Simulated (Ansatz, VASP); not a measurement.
## NbPdSe4: VASP beside Ansatz

The input INCAR:

```
ALGO     = Normal         # electronic algorithm
EDIFF    = 1E-7           # SCF threshold, eV
EDIFFG   = -0.04          # ionic threshold
ENCUT    = 600            # plane-wave cutoff, eV
GGA      = PE             # functional
IBRION   = 2              # ionic algorithm
ISIF     = 3              # what is computed and relaxed
ISMEAR   = 0              # smearing method
LASPH    = True           # aspherical terms in the spheres
LCHARG   = False          # write CHGCAR
LREAL    = False          # projectors in reciprocal space
LWAVE    = False          # write WAVECAR
NELM     = 100            # most SCF steps
NSW      = 90             # ionic steps
PREC     = Accurate       # precision mode
SIGMA    = 0.1            # smearing width, eV
```

Contents of KPOINTS:

```
k-points
0
Gamma
  6 6 4
```

Contents of POSCAR:

```
NbPdSe4
1.0
    4.8129177890      0.0000000000      0.0000000000
   -2.4064588945      4.1681090716      0.0000000000
    0.0000000000      0.0000000000      5.6734955250
Nb Pd Se
1 1 4
Direct
    0.0000000000      0.0000000000      0.0000000000
    0.0000000000      0.0000000000      0.5000000000
    0.3333333333      0.6666666667      0.7702043638
    0.3333333333      0.6666666667      0.2297956362
    0.6666666667      0.3333333333      0.7702043638
    0.6666666667      0.3333333333      0.2297956362
```

Input for Ansatz:

```yaml
crystal:
  lattice:
    - [4.812917789, 0.0, 0.0]
    - [-2.4064588945, 4.1681090716, 0.0]
    - [0.0, 0.0, 5.673495525]
  atoms:
    - { symbol: Nb, position: [0.0, 0.0, 0.0] }
    - { symbol: Pd, position: [0.0, 0.0, 0.5] }
    - { symbol: Se, position: [0.3333333333, 0.6666666667, 0.7702043638] }
    - { symbol: Se, position: [0.3333333333, 0.6666666667, 0.2297956362] }
    - { symbol: Se, position: [0.6666666667, 0.3333333333, 0.7702043638] }
    - { symbol: Se, position: [0.6666666667, 0.3333333333, 0.2297956362] }
basis:
  ecutwfc: 420
kpoints:
  mp_grid: { grid: [6, 6, 4] }
hamiltonian:
  xc: pbe
scf:
  occupations: { method: gaussian, width: 0.1 }
  lower_state_search: "off"
output:
  forces: true
  stress: true
  eigenvalues: true
relax:
  adjacent_minimum: "off"
  f_tol: 0.04
  max_steps: 70
  cell: { stress_tol: 0.4 }
```

Change from the starting cell: species swapped into the TiVB4 type (P6/mmm, No. 191).

Alike in both runs: task relaxation of cell and atoms; functional PBE; k mesh 6 × 6 × 4; occupations gaussian, width 0.1 eV; no spin polarisation.

|  | VASP | Ansatz |
| --- | --- | --- |
| version | VASP 6.6.1 | Ansatz 0.2.0 |
| potentials or method | VASP PAW PBE potentials, release 64 (Nb_sv, Pd, Se), cutoff 600 eV | scalar-relativistic, plane waves, PAW |
| valence electrons in the cell | 47 | 95 |

VASP gave:

| Property | Result |
| --- | --- |
| gap on the k mesh at the Fermi level, each at its own relaxed structure (eV) | none |
| relaxed volume (Å³/atom) | 19.14 |
| relaxed cell length with the largest relative difference (Å) | 5.819 |

Question: What did Ansatz give for the same quantities?

Answer: gap on the k mesh at the Fermi level, each at its own relaxed structure (eV): none; relaxed volume (Å³/atom): 19.20; relaxed cell length with the largest relative difference (Å): 5.833.

A gap of «none» marks a metal or a gap that the smearing closes. VASP's potentials hold 47 valence electrons a cell and Ansatz's 95, so a difference there can come from the potentials and not from the codes.
